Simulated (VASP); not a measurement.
# TmTaSe4 (F-43m) in VASP: notebook

Runs on TmTaSe4. Level: PBE. Tasks: relaxation of cell and atoms, single point.

Everything below comes from runs of VASP 6.6.1. Logs are shortened: lines on timing, memory, paths and dates and some standing lists are left out, and cuts for length are marked.

### Step 1. The cell of the first run

It takes space group F-43m (No. 216, cubic). The conventional cell has a = 8.369 Å, b = 8.369 Å, c = 8.369 Å, α = 90.00°, β = 90.00°, γ = 90.00°. Within 4.6 Å of Tm (site symmetry -43m) lie 12 Se at 3.50 Å and 4 Ta at 3.62 Å. Ta (site symmetry -43m) has 4 Se at 1.95 Å within 2.6 Å. Se (site symmetry 3m) has 1 Ta at 1.95 Å within 2.6 Å.

The cell was built from a structure type or drawn by symmetry, and may not be a known phase.

### Step 2. Relaxation of cell and atoms, PBE

Input file INCAR:

```
SYSTEM = TmTaSe4
  ALGO = Normal
  EDIFF = 1E-7
  EDIFFG = -0.04
  ENCUT = 500
  GGA = PE
  GGA_COMPAT = .FALSE.
  IBRION = 2
  ISIF = 3
  ISMEAR = 0
  LASPH = .TRUE.
  LCHARG = .FALSE.
  LMAXMIX = 6
  LREAL = .FALSE.
  LWAVE = .FALSE.
  NELM = 200
  NELMIN = 4
  NSW = 90
  PREC = Accurate
  SIGMA = 0.1
```

Input file KPOINTS:

```
k-points
0
G
  4 4 4
  0 0 0
```

Input file POSCAR:

```
TmTaSe4
1.0
    0.0000000000      4.1845119000      4.1845119000
    4.1845119000      0.0000000000      4.1845119000
    4.1845119000      4.1845119000      0.0000000000
Tm Ta Se
1 1 4
Direct
    0.5000000000      0.5000000000      0.5000000000
    0.2500000000      0.2500000000      0.2500000000
    0.1156230800      0.1156230800      0.1156230800
    0.1156230800      0.1156230800      0.6531307500
    0.1156230800      0.6531307500      0.1156230800
    0.6531307500      0.1156230800      0.1156230800
```

Potentials or basis: VASP PAW PBE potentials, release 64 (Tm_3, Ta_pv, Se), 4f in core.

On the command line:

```
> cat potpaw_PBE.64/Tm_3/POTCAR potpaw_PBE.64/Ta_pv/POTCAR potpaw_PBE.64/Se/POTCAR > POTCAR
> mpirun -np 1 vasp_std > vasp.out
```

OUTCAR:

```text
SYSTEM = TmTaSe4
   EDIFF = 1E-7
   EDIFFG = -0.04
   ENCUT = 500
   GGA = PE
   IBRION = 2
   ISIF = 3
   ISMEAR = 0
   LASPH = .TRUE.
   LREAL = .FALSE.
   NELM = 200
   NELMIN = 4
   NSW = 90
   PREC = Accurate

 ion  position               nearest neighbor table
   1  0.500  0.500  0.500-   2 3.62   2 3.62   2 3.62   2 3.62
   2  0.250  0.250  0.250-   4 1.95   5 1.95   6 1.95   3 1.95   1 3.62   1 3.62   1 3.62   1 3.62

   3  0.116  0.116  0.116-   2 1.95   4 2.74   5 2.74   6 2.74
   4  0.116  0.116  0.653-   2 1.95   3 2.74   5 2.74   6 2.74
   5  0.116  0.653  0.116-   2 1.95   3 2.74   4 2.74   6 2.74
   6  0.653  0.116  0.116-   2 1.95   3 2.74   4 2.74   5 2.74

  LATTYP: Found a face centered cubic cell.
 ALAT       =     8.3690238000

  Lattice vectors:

 A1 = (   0.0000000000,   4.1845119000,   4.1845119000)
 A2 = (   4.1845119000,   0.0000000000,   4.1845119000)
 A3 = (   4.1845119000,   4.1845119000,   0.0000000000)

Analysis of symmetry for initial positions (statically):
=====================================================================
 Subroutine PRICEL returns:
 Original cell was already a primitive cell.

 Routine SETGRP: Setting up the symmetry group for a
 face centered cubic supercell.

 Subroutine GETGRP returns: Found 24 space group operations
 (whereof 24 operations were pure point group operations)
 out of a pool of 48 trial point group operations.

The static configuration has the point symmetry T_d .

Analysis of symmetry for dynamics (positions and initial velocities):
=====================================================================
 Subroutine PRICEL returns:
 Original cell was already a primitive cell.

 Routine SETGRP: Setting up the symmetry group for a
 face centered cubic supercell.

 Subroutine GETGRP returns: Found 24 space group operations
 (whereof 24 operations were pure point group operations)
 out of a pool of 48 trial point group operations.

The dynamic configuration has the point symmetry T_d .

 Subroutine INISYM returns: Found 24 space group operations
 (whereof 24 operations are pure point group operations),
 and found     1 'primitive' translations

----------------------------------------------------------------------------------------

                                     Primitive cell

  volume of cell :     146.5428

  direct lattice vectors                    reciprocal lattice vectors
     0.000000000  4.184511900  4.184511900    -0.119488249  0.119488249  0.119488249
     4.184511900  0.000000000  4.184511900     0.119488249 -0.119488249  0.119488249
     4.184511900  4.184511900  0.000000000     0.119488249  0.119488249 -0.119488249

  length of vectors
     5.917793481  5.917793481  5.917793481     0.206959718  0.206959718  0.206959718

  position of ions in fractional coordinates (direct lattice)
     0.500000000  0.500000000  0.500000000
     0.250000000  0.250000000  0.250000000
     0.115623080  0.115623080  0.115623080
     0.115623080  0.115623080  0.653130750
     0.115623080  0.653130750  0.115623080
     0.653130750  0.115623080  0.115623080

  ion indices of the primitive-cell ions
   primitive index   ion index
                 1           1
                 2           2
                 3           3
                 4           4
                 5           5
                 6           6

----------------------------------------------------------------------------------------

 KPOINTS: k-points

Automatic generation of k-mesh.
 Grid dimensions read from file:
 generate k-points for:    4    4    4

 Generating k-lattice:

  Cartesian coordinates                     Fractional coordinates (reciprocal lattice)
    -0.029872062  0.029872062  0.029872062     0.250000000  0.000000000  0.000000000
     0.029872062 -0.029872062  0.029872062     0.000000000  0.250000000  0.000000000
     0.029872062  0.029872062 -0.029872062     0.000000000  0.000000000  0.250000000

  Length of vectors
     0.051739930  0.051739930  0.051739930

  Shift w.r.t. Gamma in fractional coordinates (k-lattice)
     0.000000000  0.000000000  0.000000000

 Subroutine IBZKPT returns following result:
 ===========================================

 Found      8 irreducible k-points:

 Following reciprocal coordinates:
            Coordinates               Weight
  0.000000  0.000000  0.000000      1.000000
  0.250000  0.000000  0.000000      8.000000
  0.500000  0.000000  0.000000      4.000000
  0.250000  0.250000  0.000000      6.000000
  0.500000  0.250000  0.000000     24.000000
 -0.250000  0.250000  0.000000     12.000000
  0.500000  0.500000  0.000000      3.000000
 -0.250000  0.500000  0.250000      6.000000
   k-points           NKPTS =      8   k-points in BZ     NKDIM =      8   number of bands    NBANDS=     26
   number of dos      NEDOS =    301   number of ions     NIONS =      6
   total plane-waves  NPLWV = 110592
   dimension x,y,z NGX =    48 NGY =   48 NGZ =   48
   dimension x,y,z NGXF=    96 NGYF=   96 NGZF=   96
   ions per type =               1   1   4
   NGX,Y,Z   is equivalent  to a cutoff of  13.48, 13.48, 13.48 a.u.
   NGXF,Y,Z  is equivalent  to a cutoff of  26.97, 26.97, 26.97 a.u.
 SYSTEM =  TmTaSe4
   PREC   = accura    normal or accurate (medium, high low for compatibility)
   ISTART =      0    job   : 0-new  1-cont  2-samecut
   ICHARG =      2    charge: 1-file 2-atom 10-const
   ISPIN  =      1    spin polarized calculation?
   LNONCOLLINEAR =      F non collinear calculations
   LSORBIT =      F    spin-orbit coupling
   LASPH  =      T    aspherical Exc in radial PAW
   ENCUT  =  500.0 eV  36.75 Ry    6.06 a.u.  10.79 10.79 10.79*2*pi/ulx,y,z
   NELM   =    200;   NELMIN=  4; NELMDL= -5     # of ELM steps
   EDIFF  = 0.1E-06   stopping-criterion for ELM
   LREAL  =      F    real-space projection
   EDIFFG = -.4E-01   stopping-criterion for IOM
   NSW    =     90    number of steps for IOM
   IBRION =      2    ionic relax: 0-MD 1-quasi-New 2-CG
   NFREE  =      1    steps in history (QN), initial steepest desc. (CG)
   ISIF   =      3    stress and relaxation
   ISYM   =      2    0-nonsym 1-usesym 2-fastsym
   POTIM  = 0.5000    time-step for ionic-motion
   TEBEG  =    0.0;   TEEND  =   0.0 temperature during run
   PSTRESS=    0.0 pullay stress
   NELECT =      44.0000    total number of electrons
   NUPDOWN=      -1.0000    fix difference up-down
   EMIN   =  10.00;   EMAX   =-10.00  energy-range for DOS
   EFERMI =   0.00;   METHOD = LEGACY
   ISMEAR =     0;   SIGMA  =   0.10  broadening in eV -4-tet -1-fermi 0-gaus
   EFERMI_NEDOS =   21; number of points for ismear=-14 and -15
   IALGO  =     38    algorithm
   IMIX   =      4    mixing-type and parameters
     AMIX     =   0.40;   BMIX     =  1.00
     AMIX_MAG =   1.60;   BMIX_MAG =  1.00
  volume/ion in A,a.u.               =      24.42       164.82
  Fermi-wavevector in a.u.,A,eV,Ry     =   1.096236  2.071587 16.350589  1.201734
  Thomas-Fermi vector in A             =   2.232575
   LORBIT       =      0    0 simple, 1 ext, 2 COOP (PROOUT), +10 PAW based schemes
   GGA     = PE    functional components
   LHFCALC =     F    Hartree Fock is set to
   AEXX    =    0.0000 exact exchange contribution
   IVDW    =     0    specifies the selected vdW correction
   LEPSILON=     F    determine dielectric tensor
   LRPA    =     F    only Hartree local field effects (RPA)
 conjugate gradient relaxation of ions
 non-spin polarized calculation
 Gauss-broadening in eV      SIGMA  =   0.10
  energy-cutoff  :      500.00
  volume of cell :      146.54
 maximum number of plane-waves:      3750
 NGX is ok and might be reduce to    48
   NGX = 21   NGY = 21   NGZ = 21

--------------------------------------- Ionic step        1  -------------------------------------------

 number of electron      44.0000001 magnetization

 Free energy of the ion-electron system (eV)
  ---------------------------------------------------
  ext. energy  EPLUGINS =         0.00000000
  ---------------------------------------------------
  free energy    TOTEN  =       -15.93279166 eV

  energy without entropy =      -15.91032250  energy(sigma->0) =      -15.92155708

------------------------ aborting loop because EDIFF is reached ----------------------------------------

  FORCE on cell =-STRESS in cart. coord.  units (eV):
  Direction    XX          YY          ZZ          XY          YZ          ZX
  --------------------------------------------------------------------------------------
  -------------------------------------------------------------------------------------
  Total       57.8355583     57.8355583     57.8355583      0.0000000      0.0000000     -0.0000000
  in kB      632.3260846    632.3260846    632.3260846      0.0000000      0.0000000     -0.0000000
  external PRESSURE =     632.3260846 kB  Pullay stress =       0.0000000 kB
[... 65 lines left out ...]
  energy  without entropy=       -3.1748131766  energy(sigma->0) =       -3.22358740

--------------------------------------- Ionic step        3  -------------------------------------------

 number of electron      43.9999981 magnetization

 E-fermi :  -0.1974     XC(G=0):  -5.8874

 val. band max:       -0.2088571655   @ k =   0.2500   0.0000   0.0000
 cond. band min:      -0.1860557273   @ k =   0.2500   0.0000   0.0000
 fundamental gap:      0.0228014383
 Fermi energy:        -0.1973683717

 k-point     1 :       0.0000    0.0000    0.0000
  band No.  band energies     occupation
      1     -35.8748      2.00000
      2     -35.8748      2.00000
      3     -35.8748      2.00000
      4     -28.6812      2.00000
      5     -28.6812      2.00000
      6     -28.6812      2.00000
[... 254 lines left out ...]
  FREE ENERGIE OF THE ION-ELECTRON SYSTEM (eV)
  ---------------------------------------------------
  free  energy   TOTEN  =       -10.1104465250 eV

  energy  without entropy=      -10.0461846834  energy(sigma->0) =      -10.07831560

[... ionic steps 4 to 15 ...]

--------------------------------------- Ionic step       16  -------------------------------------------

 number of electron      43.9999999 magnetization

------------------------ aborting loop because EDIFF is reached ----------------------------------------

  FORCE on cell =-STRESS in cart. coord.  units (eV):
  Direction    XX          YY          ZZ          XY          YZ          ZX
  --------------------------------------------------------------------------------------
  -------------------------------------------------------------------------------------
  Total        0.1740587      0.1740587      0.1740587     -0.0000000      0.0000000     -0.0000000
  in kB        1.1636709      1.1636709      1.1636709     -0.0000000      0.0000000     -0.0000000
  external PRESSURE =       1.1636709 kB  Pullay stress =       0.0000000 kB
[... 65 lines left out ...]
  energy  without entropy=      -29.8610442982  energy(sigma->0) =      -29.86176377

--------------------------------------- Ionic step       18  -------------------------------------------

 number of electron      43.9999998 magnetization

 Free energy of the ion-electron system (eV)
  ---------------------------------------------------
  ext. energy  EPLUGINS =         0.00000000
  ---------------------------------------------------
  free energy    TOTEN  =       -29.86280393 eV

  energy without entropy =      -29.86132907  energy(sigma->0) =      -29.86206650

 E-fermi :   0.7475     XC(G=0):  -7.4307

 val. band max:        0.5972788555   @ k =   0.2500   0.2500   0.0000
 cond. band min:       0.9098321625   @ k =   0.0000   0.0000   0.0000
 fundamental gap:      0.3125533070
 Fermi energy:         0.7474843988

 k-point     1 :       0.0000    0.0000    0.0000
  band No.  band energies     occupation
      1     -33.5371      2.00000
      2     -33.5371      2.00000
      3     -33.5371      2.00000
      4     -28.0715      2.00000
      5     -28.0715      2.00000
      6     -28.0715      2.00000
[... 254 lines left out ...]
  FREE ENERGIE OF THE ION-ELECTRON SYSTEM (eV)
  ---------------------------------------------------
  free  energy   TOTEN  =       -29.8628039299 eV

  energy  without entropy=      -29.8613290693  energy(sigma->0) =      -29.86206650

 reached required accuracy - stopping structural energy minimisation
```

It took 9.2 min on 1 thread of Intel Xeon 6975P-C (Granite Rapids), shared host; peak memory 0.37 GiB.

What came out:

| Property | Result |
| --- | --- |
| Free energy | -29.8628 eV |
| Relaxed volume | 40.00 Å³/atom |
| Relaxed cell | a = 6.976 Å, b = 6.976 Å, c = 6.976 Å, α = 60.00°, β = 60.00°, γ = 60.00° |
| Space group after relaxing (to 0.1 Å) | F-43m (No. 216) |
| Pressure after relaxing | 0.0 GPa |
| Band gap on the k mesh | zero (bands 22 and 23 overlap by 0.33 eV) |

Final structure:
```yaml
crystal:
  lattice:
    - [0.00000, 4.93256, 4.93256]
    - [4.93256, 0.00000, 4.93256]
    - [4.93256, 4.93256, 0.00000]
  atoms:
    - { symbol: Tm, position: [0.50000, 0.50000, 0.50000] }
    - { symbol: Ta, position: [0.25000, 0.25000, 0.25000] }
    - { symbol: Se, position: [0.11154, 0.11154, 0.11154] }
    - { symbol: Se, position: [0.11154, 0.11154, 0.66539] }
    - { symbol: Se, position: [0.11154, 0.66539, 0.11154] }
    - { symbol: Se, position: [0.66539, 0.11154, 0.11154] }
```

Caveat: the electronic state changed during the relaxation; the volume moved by over 15 % at a fixed basis, so the end points are rough; spin-orbit coupling is left out, which moves the levels of the heavy elements; the 4f electrons are frozen in the core, so they carry no moment and show no levels; the run has no spin polarisation, though such a crystal can be magnetic.

### Step 3. Single point, PBE, collinear spin

Input file INCAR:

```
PREC = Accurate
ENCUT = 500
EDIFF = 1E-6
ISMEAR = 0
SIGMA = 0.1
LREAL = False
LASPH = True
NELM = 200
ALGO = Normal
ISIF = 2
LWAVE = False
LCHARG = False
ISPIN = 2
MAGMOM = 0 1 0 0 0 0
LORBIT = 11
LMAXMIX = 6
GGA = PE
NBANDS = 35
GGA_COMPAT = False
```

Input file KPOINTS:

```
Automatic mesh
0
Gamma
  4 4 4
```

POSCAR is that of step 2.

Potentials or basis: VASP PAW PBE potentials, release 64 (Tm_3, Ta_pv, Se), 4f in core.

On the command line:

```
> cat potpaw_PBE.64/Tm_3/POTCAR potpaw_PBE.64/Ta_pv/POTCAR potpaw_PBE.64/Se/POTCAR > POTCAR
> mpirun -np 1 vasp_std > vasp.out
```

It took 1.8 min on 1 thread of Intel Xeon 6975P-C (Granite Rapids), shared host; peak memory 0.42 GiB.

The run converged. Its results:

| Item | Value |
| --- | --- |
| Free energy | -15.9328 eV |
| Pressure | 63.2 GPa |
| Largest force | 16.774 eV/Å |
| Band gap on the k mesh | zero (filled and empty bands overlap) |
| Net moment | 0.00 μB per cell |
| Valence electrons inside the program's atomic spheres | Tm 7.33; Ta 10.96; Se 4.22 |

Forces on the atoms (eV/Å):
```
Tm   0.000  0.000  0.000
Ta   0.000  0.000  0.000
Se  -9.684 -9.684 -9.684
Se   9.684  9.684 -9.684
Se   9.684 -9.684  9.684
Se  -9.684  9.684  9.684
```

Levels at points of the mesh, in eV from the Fermi level:
Spin up:
```
           k point  band 19  band 20  band 21  band 22  band 23  band 24  band 25  band 26
(0.00, 0.00, 0.00)    -2.72    -0.93    -0.01    -0.01    -0.01     0.81     0.81     1.30
(0.50, 0.00, 0.00)    -1.90    -1.26    -1.26    -0.06     0.04     1.12     1.12     1.31
(0.50, 0.50, 0.00)    -2.31    -2.31    -0.20    -0.20     0.51     1.00     1.09     1.09
```
Spin down:
```tsv
k point	band 20	band 21	band 22	band 23	band 24	band 25
(0.00, 0.00, 0.00)	-0.93	-0.01	-0.01	-0.01	0.81	0.81
(0.50, 0.00, 0.00)	-1.26	-1.26	-0.06	0.04	1.12	1.12
(0.50, 0.50, 0.00)	-2.31	-0.20	-0.20	0.51	1.00	1.09
```

Caveat: the magnetic or orbital state may not be the lowest; the cell stands under pressure; spin-orbit coupling is left out, which moves the levels of the heavy elements; the 4f electrons are frozen in the core, so they carry no moment and show no levels; forces of over 1 eV/Å act on the atoms, so gaps and moduli don't describe the material at rest.
